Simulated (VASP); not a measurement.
# Se in VASP: notebook, part 2 of 2

VASP 6.6.1. Earlier steps stand in the parts before.

## (3) Single point, PBEsol (strain +0.050 along x and y, +0.050 along z)

INCAR

```
  PREC = Accurate
  ENCUT = 520
  EDIFF = 1E-6
  ISMEAR = 0
  SIGMA = 0.15
  LREAL = False
  LASPH = True
  NELM = 100
  ALGO = Normal
  ISIF = 2
  LWAVE = False
  LCHARG = False
  GGA = PS
  NBANDS = 9
```

KPOINTS

```
Automatic mesh
0
Gamma
  20 20 20
```

POSCAR

```
Se
1.0
   -1.7886210456      1.7886210456      1.7886210456
    1.7886210456     -1.7886210456      1.7886210456
    1.7886210456      1.7886210456     -1.7886210456
Se
1
Direct
    0.0000000000      0.0000000000      0.0000000000
```

Potentials or basis: VASP PAW PBE potentials, release 64 (Se).

The run is started by

```bash
cat potpaw_PBE.64/Se/POTCAR > POTCAR
mpirun -np 1 vasp_std > vasp.out
```

OUTCAR:

```text
PREC = Accurate
   ENCUT = 520
   EDIFF = 1E-6
   ISMEAR = 0
   LREAL = False
   LASPH = True
   NELM = 100
   ISIF = 2
   GGA = PS

 ion  position               nearest neighbor table
   1  0.000  0.000  0.000-

  LATTYP: Found a body centered cubic cell.
 ALAT       =     3.5772420912

  Lattice vectors:

 A1 = (  -1.7886210456,   1.7886210456,   1.7886210456)
 A2 = (   1.7886210456,  -1.7886210456,   1.7886210456)
 A3 = (   1.7886210456,   1.7886210456,  -1.7886210456)

[... 456 lines left out ...]
  band No.  band energies     occupation
      1      -9.5450      2.00000
      2       0.8451      2.00000
      3       4.1915      0.03422
      4       5.6482      0.00000
      5      12.4493      0.00000
      6      13.6972      0.00000
      7      17.0880      0.00000
      8      19.3860      0.00000
      9      20.5569      0.00000

 [... further k-points ...]
[... 5 lines left out ...]
  --------------------------------------------------------------------------------------
  -------------------------------------------------------------------------------------
  Total       -1.4170767     -1.4170767     -1.4170767     -0.0000000      0.0000000      0.0000000
  in kB      -99.1948077    -99.1948077    -99.1948077     -0.0000000      0.0000000      0.0000000
  external PRESSURE =     -99.1948077 kB  Pullay stress =       0.0000000 kB

 VOLUME and BASIS-vectors are now :
 -----------------------------------------------------------------------------
  energy-cutoff  :      520.00
  volume of cell :       22.89
      direct lattice vectors                 reciprocal lattice vectors
    -1.788621046  1.788621046  1.788621046     0.000000000  0.279544961  0.279544961
     1.788621046 -1.788621046  1.788621046     0.279544961  0.000000000  0.279544961
     1.788621046  1.788621046 -1.788621046     0.279544961  0.279544961  0.000000000

 POSITION                                       TOTAL-FORCE (eV/Angst)
 -----------------------------------------------------------------------------------
      0.00000      0.00000      0.00000        -0.000000     -0.000000     -0.000000
 -----------------------------------------------------------------------------------
    total drift:                                0.000000      0.000000     -0.000000

  FREE ENERGIE OF THE ION-ELECTRON SYSTEM (eV)
  ---------------------------------------------------
  free  energy   TOTEN  =        -3.2687687093 eV

  energy  without entropy=       -3.2594065976  energy(sigma->0) =       -3.26408765
```

stdout:

```text
POSCAR found type information on POSCAR Se
 POSCAR found :  1 types and       1 ions
 scaLAPACK will be used
 -----------------------------------------------------------------------------
|                                                                             |
|                                                                             |
|     You enforced a specific xc type in the INCAR file but a different       |
|     I HOPE YOU KNOW WHAT YOU ARE DOING!                                     |
|                                                                             |
 -----------------------------------------------------------------------------

 LDA part: xc-table for (Slater+PW92), standard interpolation
 POSCAR, INCAR and KPOINTS ok, starting setup
 FFT: planning ... GRIDC
 FFT: planning ... GRID_SOFT
 FFT: planning ... GRID
 WAVECAR not read
 entering main loop
```

Wall time 9.5 s (1 thread of Intel Xeon 6975P-C (Granite Rapids), shared host); peak memory 0.17 GiB.

Results:

| Item | Value |
| --- | --- |
| Free energy | -3.2688 eV |
| Pressure | -9.9 GPa |
| Band gap on the k mesh | zero (bands 3 and 4 overlap by 5.58 eV) |

Caveat: the cell differs from its parent crystal (strain +0.050 along x and y, +0.050 along z); the cell stands under tension; the PAW data sets were made with another functional, which shifts forces and pressure a little.

## (4) Single point, PBEsol (strain -0.050 along x and y, -0.025 along z)

INCAR

```
  PREC = Accurate
  ENCUT = 520
  EDIFF = 1E-6
  ISMEAR = 0
  SIGMA = 0.15
  LREAL = F
  LASPH = T
  NELM = 60
  ALGO = Normal
  ISIF = 2
  LWAVE = F
  LCHARG = F
  GGA = PS
  NBANDS = 9
```

KPOINTS

```
regular mesh
0
Gamma
  20 20 20
```

POSCAR

```
Se
1.0
   -1.6182761842      1.6182761842      1.6608623995
    1.6182761842     -1.6182761842      1.6608623995
    1.6182761842      1.6182761842     -1.6608623995
Se
1
Direct
    0.0000000000      0.0000000000      0.0000000000
```

The run is started by

```bash
cat potpaw_PBE.64/Se/POTCAR > POTCAR
mpirun -np 1 vasp_std > vasp.out
```

It took 21 s on 1 thread of Intel Xeon 6975P-C (Granite Rapids), shared host; peak memory 0.22 GiB.

The run converged. Its results:

```yaml
Free_energy: -3.3352 eV
Pressure: 11.3 GPa
Band_gap_on_the_k_mesh: zero (bands 3 and 4 overlap by 8.44 eV)
```

Stress tensor (GPa, compression positive):
```
11.98  0.00  0.00
 0.00 11.98  0.00
 0.00  0.00 10.05
```

Levels at points of the mesh, in eV from the Fermi level:
```csv
k point,band 1,band 2,band 3,band 4,band 5,band 6
"(0.00, 0.00, 0.00)",-17.70,3.78,3.85,3.85,12.56,12.56
"(0.50, 0.00, 0.00)",-13.27,-8.08,0.21,2.71,7.12,8.26
"(0.50, 0.50, 0.00)",-13.12,-8.01,-0.08,2.31,6.72,7.75
"(0.50, 0.50, 0.50)",-9.96,-4.24,-3.73,-3.73,3.10,3.33
```

Caveat: the cell differs from its parent crystal (strain -0.050 along x and y, -0.025 along z); the cell stands under pressure; the PAW data sets were made with another functional, which shifts forces and pressure a little.

## (5) Single point, PBEsol (strain -0.050 along x and y, +0.000 along z)

INCAR

```
SYSTEM = Se
PREC = Accurate
ENCUT = 520
EDIFF = 1E-6
ISMEAR = 0
SIGMA = 0.15
LREAL = .False.
LASPH = .True.
NELM = 100
ALGO = Normal
ISIF = 2
LWAVE = .False.
LCHARG = .False.
GGA = PS
NBANDS = 9
```

KPOINTS

```
regular mesh
0
Gamma
  20 20 20
  0 0 0
```

POSCAR

```
Se
1.0
   -1.6182761842      1.6182761842      1.7034486149
    1.6182761842     -1.6182761842      1.7034486149
    1.6182761842      1.6182761842     -1.7034486149
Se
1
Direct
    0.0000000000      0.0000000000      0.0000000000
```

The run is started by

```bash
cat potpaw_PBE.64/Se/POTCAR > POTCAR
mpirun -np 1 vasp_std > vasp.out
```

Wall time 21 s (1 thread of Intel Xeon 6975P-C (Granite Rapids), shared host); peak memory 0.21 GiB.

The run converged. Its results:

| Property | Result |
| --- | --- |
| Free energy | -3.3566 eV |
| Pressure | 8.0 GPa |
| Band gap on the k mesh | zero (bands 3 and 4 overlap by 8.02 eV) |

Stress tensor (GPa, compression positive):
```
9.36 0.00 0.00
0.00 9.36 0.00
0.00 0.00 5.34
```

Levels at points of the mesh, in eV from the Fermi level:
```tsv
k point	band 1	band 2	band 3	band 4	band 5	band 6	band 7
(0.00, 0.00, 0.00)	-17.43	3.59	3.70	3.70	12.35	12.35	12.86
(0.50, 0.00, 0.00)	-13.22	-7.87	0.29	2.72	7.21	8.46	17.31
(0.50, 0.50, 0.00)	-12.94	-7.72	-0.25	1.98	6.46	7.48	18.96
(0.50, 0.50, 0.50)	-10.08	-4.42	-3.45	-3.45	3.17	3.58	23.84
```

Caveat: the cell differs from its parent crystal (strain -0.050 along x and y, +0.000 along z); the cell stands under pressure; the PAW data sets were made with another functional, which shifts forces and pressure a little.

## (6) The runs side by side

| cell | gap on the mesh (eV) | pressure (GPa) |
| --- | --- | --- |
| a = 2.803 Å, angles 109.5°, 1 atom | none | 15.0 |
| a = 3.098 Å, angles 109.5°, 1 atom | none | -9.9 |
| a = 2.828 Å, angles 110.2, 110.2, 108.1°, 1 atom | none | 11.3 |
| a = 2.853 Å, angles 110.9, 110.9, 106.7°, 1 atom | none | 8.0 |

Alike in all rows: task single point; level PBEsol; potentials or basis VASP PAW PBE potentials, release 64 (Se); no spin polarisation; k mesh 20 × 20 × 20; cutoff (eV) 520; smearing gaussian 0.15 eV.

Caveats: the PAW data sets were made with another functional, which shifts forces and pressure a little; the cell stands under pressure (at least some runs); the cell stands under tension (at least some runs).

Absolute energies hang on the potentials; compare differences alone.
